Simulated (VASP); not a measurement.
# Zn (P6_3/mmc) in VASP: a series of runs

Runs on Zn. Level: PBEsol. Tasks: relaxation of cell and atoms.

All numbers are computed with VASP 6.6.1; they aren't measurements. Logs are shortened: lines on timing, memory, paths and dates and some standing lists are left out, and cuts for length are marked.

### Step 1. The cell of the first run

The structure is hexagonal, space group P6_3/mmc (No. 194). Conventional cell: a = 2.159 Å, b = 2.159 Å, c = 3.497 Å, α = 90.00°, β = 90.00°, γ = 120.00°. Zn (site symmetry -6m2) has 12 Zn at 2.15 to 2.16 Å within 2.8 Å.

### Step 2. Relaxation of cell and atoms, PBEsol, target pressure 350 GPa, at which the enthalpy is minimised

Input file INCAR:

```
SYSTEM = Zn
PREC = Accurate
ENCUT = 600
EDIFF = 1E-6
ISMEAR = -1
SIGMA = 0.08
LREAL = .FALSE.
LASPH = .TRUE.
NELM = 80
ALGO = Normal
ISIF = 3
LWAVE = .FALSE.
LCHARG = .FALSE.
GGA = PS
IBRION = 2
NSW = 60
EDIFFG = -0.005
PSTRESS = 3500.0
```

Input file KPOINTS:

```
Automatic mesh
0
G
  20 20 11
  0 0 0
```

Input file POSCAR:

```
Zn
1.0
    2.1586737541      0.0000000000      0.0000000000
   -1.0793368770      1.8694663095      0.0000000000
    0.0000000000      0.0000000000      3.4970514816
Zn
2
Direct
    0.3333333333      0.6666666667      0.2500000000
    0.6666666667      0.3333333333      0.7500000000
```

Potentials or basis: VASP PAW PBE potentials, release 64 (Zn).

Launch:

```bash
$ cat potpaw_PBE.64/Zn/POTCAR > POTCAR
$ mpirun -np 1 vasp_std > vasp.out
```

OUTCAR:

```text
SYSTEM = Zn
   PREC = Accurate
   ENCUT = 600
   EDIFF = 1E-6
   ISMEAR = -1
   LREAL = .FALSE.
   LASPH = .TRUE.
   NELM = 80
   ISIF = 3
   GGA = PS
   IBRION = 2
   NSW = 60
   EDIFFG = -0.005
   PSTRESS = 3500.0

 ion  position               nearest neighbor table
   1  0.333  0.667  0.250-   2 2.15   2 2.15   2 2.15   2 2.15   2 2.15   2 2.15   2 3.04   2 3.04
                             2 3.04   2 3.04   2 3.04   2 3.04
   2  0.667  0.333  0.750-   1 2.15   1 2.15   1 2.15   1 2.15   1 2.15   1 2.15   1 3.04   1 3.04
                             1 3.04   1 3.04   1 3.04   1 3.04

  LATTYP: Found a hexagonal cell.
 ALAT       =     2.1586737541
 C/A-ratio  =     1.6200000000

  Lattice vectors:

 A1 = (   2.1586737541,   0.0000000000,   0.0000000000)
 A2 = (  -1.0793368770,   1.8694663095,   0.0000000000)
 A3 = (   0.0000000000,   0.0000000000,   3.4970514816)

Analysis of symmetry for initial positions (statically):
=====================================================================
 Subroutine PRICEL returns:
 Original cell was already a primitive cell.

 Routine SETGRP: Setting up the symmetry group for a
 hexagonal supercell.

 Subroutine GETGRP returns: Found 24 space group operations
 (whereof 12 operations were pure point group operations)
 out of a pool of 24 trial point group operations.

The static configuration has the point symmetry D_3d.
 The point group associated with its full space group is D_6h.

Analysis of symmetry for dynamics (positions and initial velocities):
=====================================================================
 Subroutine PRICEL returns:
 Original cell was already a primitive cell.

 Routine SETGRP: Setting up the symmetry group for a
 hexagonal supercell.

 Subroutine GETGRP returns: Found 24 space group operations
 (whereof 12 operations were pure point group operations)
 out of a pool of 24 trial point group operations.

The dynamic configuration has the point symmetry D_3d.
 The point group associated with its full space group is D_6h.

 Subroutine INISYM returns: Found 24 space group operations
 (whereof 12 operations are pure point group operations),
 and found     1 'primitive' translations

----------------------------------------------------------------------------------------

                                     Primitive cell

  volume of cell :      14.1126

  direct lattice vectors                    reciprocal lattice vectors
     2.158673754  0.000000000  0.000000000     0.463247398  0.267456010  0.000000000
    -1.079336877  1.869466309  0.000000000     0.000000000  0.534912020  0.000000000
     0.000000000  0.000000000  3.497051482     0.000000000  0.000000000  0.285955184

  length of vectors
     2.158673754  2.158673754  3.497051482     0.534912020  0.534912020  0.285955184

  position of ions in fractional coordinates (direct lattice)
     0.333333333  0.666666667  0.250000000
     0.666666667  0.333333333  0.750000000

  ion indices of the primitive-cell ions
   primitive index   ion index
                 1           1
                 2           2

----------------------------------------------------------------------------------------

 KPOINTS: Automatic mesh

Automatic generation of k-mesh.
 Grid dimensions read from file:
 generate k-points for:   20   20   11

 Generating k-lattice:

  Cartesian coordinates                     Fractional coordinates (reciprocal lattice)
     0.023162370  0.013372801  0.000000000     0.050000000 -0.000000000  0.000000000
     0.000000000  0.026745601  0.000000000     0.000000000  0.050000000  0.000000000
     0.000000000  0.000000000  0.025995926     0.000000000  0.000000000  0.090909091

  Length of vectors
     0.026745601  0.026745601  0.025995926

  Shift w.r.t. Gamma in fractional coordinates (k-lattice)
     0.000000000  0.000000000  0.000000000

 Subroutine IBZKPT returns following result:
 ===========================================

 Found    264 irreducible k-points:

 Following reciprocal coordinates:
            Coordinates               Weight
  0.000000  0.000000  0.000000      1.000000
  0.050000  0.000000  0.000000      6.000000
  0.100000  0.000000  0.000000      6.000000
  0.150000 -0.000000  0.000000      6.000000
  0.200000  0.000000  0.000000      6.000000
  0.250000  0.000000  0.000000      6.000000
[... 16 lines left out ...]
  0.200000  0.100000  0.000000     12.000000
  0.250000  0.100000  0.000000     12.000000
 [... further k-points ...]
   k-points           NKPTS =    264   k-points in BZ     NKDIM =    264   number of bands    NBANDS=     16
   number of dos      NEDOS =    301   number of ions     NIONS =      2
   total plane-waves  NPLWV =   9072
   dimension x,y,z NGX =    18 NGY =   18 NGZ =   28
   dimension x,y,z NGXF=    36 NGYF=   36 NGZF=   56
   ions per type =               2
   NGX,Y,Z   is equivalent  to a cutoff of  13.86, 13.86, 13.31 a.u.
   NGXF,Y,Z  is equivalent  to a cutoff of  27.72, 27.72, 26.62 a.u.
 SYSTEM =  Zn
   PREC   = accura    normal or accurate (medium, high low for compatibility)
   ISTART =      0    job   : 0-new  1-cont  2-samecut
   ICHARG =      2    charge: 1-file 2-atom 10-const
   ISPIN  =      1    spin polarized calculation?
   LNONCOLLINEAR =      F non collinear calculations
   LSORBIT =      F    spin-orbit coupling
   LASPH  =      T    aspherical Exc in radial PAW
   ENCUT  =  600.0 eV  44.10 Ry    6.64 a.u.   4.31  4.31  6.98*2*pi/ulx,y,z
   NELM   =     80;   NELMIN=  2; NELMDL= -5     # of ELM steps
   EDIFF  = 0.1E-05   stopping-criterion for ELM
   LREAL  =      F    real-space projection
   EDIFFG = -.5E-02   stopping-criterion for IOM
   NSW    =     60    number of steps for IOM
   IBRION =      2    ionic relax: 0-MD 1-quasi-New 2-CG
   NFREE  =      1    steps in history (QN), initial steepest desc. (CG)
   ISIF   =      3    stress and relaxation
   ISYM   =      2    0-nonsym 1-usesym 2-fastsym
   POTIM  = 0.5000    time-step for ionic-motion
   TEBEG  =    0.0;   TEEND  =   0.0 temperature during run
   PSTRESS= 3500.0 pullay stress
   NELECT =      24.0000    total number of electrons
   NUPDOWN=      -1.0000    fix difference up-down
   EMIN   =  10.00;   EMAX   =-10.00  energy-range for DOS
   EFERMI =   0.00;   METHOD = LEGACY
   ISMEAR =    -1;   SIGMA  =   0.08  broadening in eV -4-tet -1-fermi 0-gaus
   EFERMI_NEDOS =   21; number of points for ismear=-14 and -15
   IALGO  =     38    algorithm
   IMIX   =      4    mixing-type and parameters
     AMIX     =   0.40;   BMIX     =  1.00
     AMIX_MAG =   1.60;   BMIX_MAG =  1.00
  volume/ion in A,a.u.               =       7.06        47.62
  Fermi-wavevector in a.u.,A,eV,Ry     =   1.954083  3.692682 51.953038  3.818441
  Thomas-Fermi vector in A             =   2.980749
   LORBIT       =      0    0 simple, 1 ext, 2 COOP (PROOUT), +10 PAW based schemes
   GGA     = PS    functional components
   LHFCALC =     F    Hartree Fock is set to
   AEXX    =    0.0000 exact exchange contribution
   IVDW    =     0    specifies the selected vdW correction
   LEPSILON=     F    determine dielectric tensor
   LRPA    =     F    only Hartree local field effects (RPA)
 conjugate gradient relaxation of ions
 non-spin polarized calculation
  energy-cutoff  :      600.00
  volume of cell :       14.11
 maximum number of plane-waves:       494
 NGX is ok and might be reduce to    18
   NGX =  9   NGY =  9   NGZ = 13

--------------------------------------- Ionic step        1  -------------------------------------------

 number of electron      24.0000021 magnetization

 Free energy of the ion-electron system (eV)
  ---------------------------------------------------
  ext. energy  EPLUGINS =         0.00000000
  ---------------------------------------------------
  free energy    TOTEN  =         4.71693405 eV

  energy without entropy =        4.71976306  energy(sigma->0) =        4.71834855

------------------------ aborting loop because EDIFF is reached ----------------------------------------

  FORCE on cell =-STRESS in cart. coord.  units (eV):
  Direction    XX          YY          ZZ          XY          YZ          ZX
  --------------------------------------------------------------------------------------
  -------------------------------------------------------------------------------------
  Total       31.7551065     31.7551065     30.8677683      0.0000000     -0.0000000      0.0000000
  in kB     3605.1013237   3605.1013235   3504.3633840      0.0000001     -0.0000000      0.0000000
  external PRESSURE =      71.5220104 kB  Pullay stress =    3500.0000000 kB

 VOLUME and BASIS-vectors are now :
 -----------------------------------------------------------------------------
  energy-cutoff  :      600.00
  volume of cell :       14.11
      direct lattice vectors                 reciprocal lattice vectors
     2.158673754  0.000000000  0.000000000     0.463247398  0.267456010  0.000000000
    -1.079336877  1.869466309  0.000000000     0.000000000  0.534912020  0.000000000
     0.000000000  0.000000000  3.497051482     0.000000000  0.000000000  0.285955184
[... 236 lines left out ...]
  FREE ENERGIE OF THE ION-ELECTRON SYSTEM (eV)
  ---------------------------------------------------
  free  energy   TOTEN  =         4.5919955485 eV

  energy  without entropy=        4.5940830874  energy(sigma->0) =        4.59303932

  enthalpy is  TOTEN    =        35.5414555940 eV   P V=       30.9494600456

--------------------------------------- Ionic step        8  -------------------------------------------

 number of electron      24.0000021 magnetization

 Free energy of the ion-electron system (eV)
  ---------------------------------------------------
  ext. energy  EPLUGINS =         0.00000000
  ---------------------------------------------------
  free energy    TOTEN  =         4.55424120 eV

  energy without entropy =        4.55630511  energy(sigma->0) =        4.55527315

 E-fermi :  12.4463     XC(G=0): -16.4288

 val. band max:       12.4368259801   @ k =   0.0000   0.0000   0.0000
 cond. band min:      12.4611735155   @ k =   0.0500   0.0000   0.0000
 fundamental gap:      0.0243475354
 Fermi energy:        12.4463482906

 k-point     1 :       0.0000    0.0000    0.0000
  band No.  band energies     occupation
      1      -7.5834      2.00000
      2      -3.2400      2.00000
      3      -0.2012      2.00000
      4      -0.2012      2.00000
      5      -0.1892      2.00000
      6       0.2000      2.00000
[... 8 lines left out ...]
     15      36.8388      0.00000
     16      36.8388      0.00000
[... 419 lines left out ...]
 k-point    24 :       0.2500    0.1000    0.0000
  band No.  band energies     occupation
      1      -3.8644      2.00000
      2      -2.2227      2.00000
      3      -1.7312      2.00000
      4      -1.1705      2.00000
      5      -0.3031      2.00000
      6      -0.0182      2.00000
[... 8 lines left out ...]
     15      23.1807      0.00000
     16      28.3458      0.00000

 [... further k-points ...]

------------------------ aborting loop because EDIFF is reached ----------------------------------------

  FORCE on cell =-STRESS in cart. coord.  units (eV):
  Direction    XX          YY          ZZ          XY          YZ          ZX
  --------------------------------------------------------------------------------------
  -------------------------------------------------------------------------------------
  Total       30.9852823     30.9852823     30.9935765      0.0000000      0.0000000      0.0000000
  in kB     3499.7933581   3499.7933578   3500.7301838      0.0000002      0.0000000      0.0000000
  external PRESSURE =       0.1056332 kB  Pullay stress =    3500.0000000 kB

 VOLUME and BASIS-vectors are now :
 -----------------------------------------------------------------------------
  energy-cutoff  :      600.00
  volume of cell :       14.18
      direct lattice vectors                 reciprocal lattice vectors
     2.170342474  0.000000000 -0.000000000     0.460756775  0.266018048  0.000000000
    -1.085171237  1.879571717 -0.000000000    -0.000000000  0.532036097  0.000000000
    -0.000000000 -0.000000000  3.477254406    -0.000000000  0.000000000  0.287583215

 POSITION                                       TOTAL-FORCE (eV/Angst)
 -----------------------------------------------------------------------------------
     -0.00000      1.25305      0.86931        -0.000000      0.000000     -0.000000
      1.08517      0.62652      2.60794         0.000000     -0.000000      0.000000
 -----------------------------------------------------------------------------------
    total drift:                                0.000000     -0.000000      0.000000

  FREE ENERGIE OF THE ION-ELECTRON SYSTEM (eV)
  ---------------------------------------------------
  free  energy   TOTEN  =         4.5542411997 eV

  energy  without entropy=        4.5563051051  energy(sigma->0) =        4.55527315

  enthalpy is  TOTEN    =        35.5413530165 eV   P V=       30.9871118168

 reached required accuracy - stopping structural energy minimisation
```

It took 5.1 min on 1 thread of AMD EPYC 7R13, shared host; peak memory 0.15 GiB.

Results:

- Free energy: 4.5542 eV
- Relaxed volume: 7.09 Å³/atom
- Relaxed cell: a = 2.170 Å, b = 2.170 Å, c = 3.477 Å, α = 90.00°, β = 90.00°, γ = 120.00°
- Space group after relaxing (to 0.1 Å): P6_3/mmc (No. 194)
- Energy change on relaxing (the run minimises the enthalpy): -81.3 meV/atom
- Ionic steps: 8
- Pressure after relaxing: 350.0 GPa
- Band gap on the k mesh: zero (bands 12 and 13 overlap by 2.16 eV)

Step by step:
| step | energy change (eV) | largest force (eV/Å) | pressure (GPa) | volume (Å³) |
| --- | --- | --- | --- | --- |
| 1 | 0.0000 | 0.0000 | 357.15 | 14.11 |
| 2 | -1.3282 | 0.0000 | 298.60 | 14.76 |
| 3 | -0.2151 | 0.0000 | 347.40 | 14.21 |
| 4 | -0.1139 | 0.0000 | 352.34 | 14.16 |
| 5 | -0.1731 | 0.0000 | 349.62 | 14.19 |
| 6 | -0.1722 | 0.0000 | 349.67 | 14.19 |
| 7 | -0.1249 | 0.0000 | 351.89 | 14.17 |
| 8 | -0.1627 | 0.0000 | 350.01 | 14.18 |

Final structure:
```
CELL_PARAMETERS angstrom
2.17034 0.00000 0.00000
-1.08517 1.87957 0.00000
0.00000 0.00000 3.47725
ATOMIC_POSITIONS crystal
Zn 0.33333 0.66667 0.25000
Zn 0.66667 0.33333 0.75000
```

Caveat: the cell is relaxed towards a set pressure, so the run minimises the enthalpy, not the energy; the PAW data sets were made with another functional, which shifts forces and pressure a little.

### Step 3. Relaxation of cell and atoms, PBEsol, target pressure 350 GPa, at which the enthalpy is minimised

Input file INCAR:

```
SYSTEM = Zn
ALGO     = Normal         ! electronic algorithm
EDIFF    = 1E-7           ! SCF threshold, eV
EDIFFG   = -0.005         ! ionic threshold
ENCUT    = 600            ! plane-wave cutoff, eV
GGA      = PS             ! functional
IBRION   = 2              ! ionic algorithm
ISIF     = 3              ! what is computed and relaxed
ISMEAR   = -1             ! smearing method
LASPH    = .True.         ! aspherical terms in the spheres
LCHARG   = .False.        ! write CHGCAR
LREAL    = .False.        ! projectors in reciprocal space
LWAVE    = .False.        ! write WAVECAR
NELM     = 80             ! most SCF steps
NSW      = 32             ! ionic steps
PREC     = Accurate       ! precision mode
PSTRESS  = 3500.0       
SIGMA    = 0.08           ! smearing width, eV
```

Input file KPOINTS:

```
k-points
0
Gamma
  20 20 11
  0 0 0
```

Input file POSCAR:

```
Zn
1.0
    2.1662254052      0.0000000000      0.0000000000
   -1.0831127026      1.8760062312      0.0000000000
    0.0000000000      0.0000000000      3.4692673788
Zn
2
Direct
    0.3333333333      0.6666666667      0.2500000000
    0.6666666667      0.3333333333      0.7500000000
```

Potentials or basis: VASP PAW PBE potentials, release 64 (Zn).

Launch:

```bash
$ cat potpaw_PBE.64/Zn/POTCAR > POTCAR
$ mpirun -np 1 vasp_std > vasp.out
```

Run time: 4.1 min. Hardware: 1 thread of AMD EPYC 7R13, shared host; peak memory 0.15 GiB.

The run converged. Its results:

- Free energy: 4.5532 eV
- Relaxed volume: 7.09 Å³/atom
- Relaxed cell: a = 2.170 Å, b = 2.170 Å, c = 3.478 Å, α = 90.00°, β = 90.00°, γ = 120.00°
- Space group after relaxing (to 0.1 Å): P6_3/mmc (No. 194)
- Energy change on relaxing (the run minimises the enthalpy): -95.9 meV/atom
- Ionic steps: 6
- Pressure after relaxing: 350.0 GPa
- Band gap on the k mesh: zero (bands 12 and 13 overlap by 2.15 eV)

Step by step:
```tsv
step	energy change (eV)	largest force (eV/Å)	pressure (GPa)	volume (Å³)
1	0.0000	0.0000	358.65	14.10
2	-1.5894	0.0000	287.96	14.89
3	-0.1976	0.0000	349.74	14.19
4	-0.1919	0.0000	350.02	14.19
5	-0.1916	0.0000	350.05	14.19
6	-0.1917	0.0000	350.04	14.19
```

Final structure:
```yaml
crystal:
  lattice:
    - [2.17030, 0.00000, 0.00000]
    - [-1.08515, 1.87953, 0.00000]
    - [0.00000, 0.00000, 3.47751]
  atoms:
    - { symbol: Zn, position: [0.33333, 0.66667, 0.25000] }
    - { symbol: Zn, position: [0.66667, 0.33333, 0.75000] }
```

Levels at points of the mesh, in eV from the Fermi level:
```csv
k point,band 9,band 10,band 11,band 12,band 13,band 14,band 15,band 16
"(0.00, 0.00, 0.00)",-11.86,-10.43,-10.43,-8.41,-0.01,21.44,24.40,24.40
"(0.50, 0.00, 0.00)",-10.14,-10.11,-7.22,-4.39,4.37,5.65,8.02,10.31
```

Caveat: the cell is relaxed towards a set pressure, so the run minimises the enthalpy, not the energy; the PAW data sets were made with another functional, which shifts forces and pressure a little.

The gap in the log of VASP goes by the Fermi energy; the results here count the filled bands.